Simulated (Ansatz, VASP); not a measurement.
One calculation of Ti3C2, two programs

```
Ti C
1.0
    -3.06405    0.00000    0.00000
    -1.53202   -2.65354    0.00000
     0.00000    0.00000   21.11852
Ti C
6 4
Cartesian
  -1.5320 -0.8845 8.9834
  -3.0640 -1.7690 1.4241
  -3.0640 -1.7690 13.6944
  -1.5320 -0.8845 6.1352
  0.0000 0.0000 11.3389
  0.0000 0.0000 3.7796
  -3.0640 -1.7690 10.0412
  -1.5320 -0.8845 2.4819
  -3.0640 -1.7690 5.0774
  -1.5320 -0.8845 12.6366
```

Alike in both runs: task single point; functional r2SCAN; k mesh 14 × 14 × 3; occupations gaussian, width 0.15 eV; no spin polarisation.

```csv
,VASP,Ansatz
version,VASP 6.6.1,Ansatz 0.2.0
potentials or method,"VASP PAW PBE potentials, release 64 (Ti_sv, C), cutoff 520 eV","scalar-relativistic, plane waves, PAW"
valence electrons in the cell,88,88
```

VASP gave:

```
gap on the k mesh at the Fermi level (eV) : none
rms of the force components (eV/Å)        : 0.102
```

**Question.** What did Ansatz give for the same quantities?

**Answer.** gap on the k mesh at the Fermi level (eV): none; rms of the force components (eV/Å): 0.127.

VASP's potentials were made for PBE, not for r2SCAN. Atom by atom the forces differ by 0.040 eV/Å (rms over components). A gap of «none» marks a metal or a gap that the smearing closes. The functional is the same, so the differences come from potentials, cutoffs and numerics. Ansatz's warnings: xc potential rough in thin density.
